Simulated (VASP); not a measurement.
Write the native input for VASP 6.6.1 that does the following.

```
Task                   : single point
Functional             : LDA
Potentials or basis    : VASP PAW LDA potentials, release 64 (Nb_sv)
Cutoff                 : 520 eV
k mesh                 : 21 × 21 × 10
Occupations            : fermi-dirac, width 0.1 eV
Spin                   : no spin polarisation
Dipole correction      : no
Further INCAR settings : ALGO = Normal; EDIFF = 1e-06; NBANDS = 20
```

The structure of Nb lies in POSCAR:

```
Nb
1.0
    2.8115133476      0.0000000000      0.0000000000
   -1.4057566738      2.4348419821      0.0000000000
    0.0000000000      0.0000000000      5.1605212367
Nb
2
Direct
    0.3333333333      0.6666666667      0.2500000000
    0.6666666667      0.3333333333      0.7500000000
```

This isn't the form of Nb at room conditions, which is bcc.

One way to write it, as run:

INCAR

```
ALGO = Normal
EDIFF = 1E-6
ENCUT = 520
GGA = CA
ISIF = 2
ISMEAR = -1
LASPH = True
LCHARG = True
LELF = True
LREAL = False
LVHAR = True
LWAVE = False
NBANDS = 20
NELM = 100
PREC = Accurate
SIGMA = 0.1
```

KPOINTS

```
k-points
0
Gamma
  21 21 10
```

Potentials or basis: VASP PAW LDA potentials, release 64 (Nb_sv).

The run is started by

```sh
$ cat potpaw_LDA.64/Nb_sv/POTCAR > POTCAR
$ mpirun -np 1 vasp_std > vasp.out
```

It gave:

```
Pressure               : -0.2 GPa
Band gap on the k mesh : zero (bands 13 and 14 overlap by 3.12 eV)
```

It took 3.9 min on 1 thread of Intel Xeon 8259CL, on a shared host, peak memory 0.27 GiB.
